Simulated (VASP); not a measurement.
Be2Pd:

```
Be Pd
1.0
    -2.61644    2.61644    2.17793
     2.61644   -2.61644    2.17793
     2.61644    2.61644   -2.17793
Be Pd
4 2
Cartesian
  0.8739 3.4903 0.0000
  1.7426 0.8739 0.0000
  1.7426 -0.8739 2.1779
  0.8739 1.7426 2.1779
  0.0000 0.0000 1.0890
  0.0000 0.0000 3.2669
```

- Program: VASP 6.6.1
- Task: relaxation of cell and atoms
- Functional: PBE
- Potentials or basis: VASP PAW PBE potentials, release 64 (Be, Pd)
- Cutoff: 600 eV
- k mesh: 6 × 6 × 6
- Occupations: gaussian, width 0.1 eV
- Spin: no spin polarisation

At the start: pressure 57.5 GPa; volume 9.94 Å³/atom.

Q: Where does the relaxation end?

A: Over 23 steps the energy falls by 662.8 meV/atom and the volume is 11.95 Å³/atom (+20.2 %); space group I4/mcm (No. 140, to 0.1 Å) before and after.

The path:
```tsv
step	energy change (eV)	largest force (eV/Å)	pressure (GPa)	volume (Å³)
1	0.0000	0.6263	57.46	59.64
2	-1.9709	0.6439	-20.51	93.90
3	-3.6748	0.3883	-4.58	75.66
4	-3.6766	0.3771	-4.25	75.32
5	-3.8517	0.2805	-0.83	72.56
6	-3.9016	0.1522	2.99	70.16
7	-3.9303	0.1744	-0.34	71.69
8	-3.9310	0.1788	-0.97	72.05
9	-3.9412	0.1338	-0.32	71.79
10	-3.9516	0.0333	1.19	71.20
11	-3.9522	0.0126	1.53	71.06
12	-3.9583	0.0058	1.06	71.39
13	-3.9708	0.0135	-0.45	72.36
14	-3.9710	0.0169	-0.74	72.55
15	-3.9710	0.0160	-0.65	72.51
16	-3.9724	0.0333	-0.55	72.44
17	-3.9725	0.0383	-0.51	72.42
18	-3.9735	0.0450	0.00	72.11
19	-3.9736	0.0476	0.15	72.00
20	-3.9735	0.0526	0.55	71.77
21	-3.9736	0.0489	0.26	71.94
22	-3.9746	0.0441	0.22	71.88
23	-3.9768	0.0275	0.18	71.69
```

Final structure:
```cif
data_structure
_symmetry_space_group_name_H-M 'P 1'
_symmetry_Int_Tables_number 1
_cell_length_a 4.5548
_cell_length_b 4.5548
_cell_length_c 4.5548
_cell_angle_alpha 113.626
_cell_angle_beta 113.626
_cell_angle_gamma 101.447
_cell_volume 71.69
loop_
_atom_site_label
_atom_site_type_symbol
_atom_site_fract_x
_atom_site_fract_y
_atom_site_fract_z
_atom_site_occupancy
Be1 Be 0.68322 0.18322 0.86645 1
Be2 Be 0.18322 0.31678 0.50000 1
Be3 Be 0.31678 0.81678 0.13355 1
Be4 Be 0.81678 0.68322 0.50000 1
Pd1 Pd 0.25000 0.25000 0.00000 1
Pd2 Pd 0.75000 0.75000 0.00000 1
```

Caveat: the volume moved by over 15 % at a fixed basis, so the end points are rough.
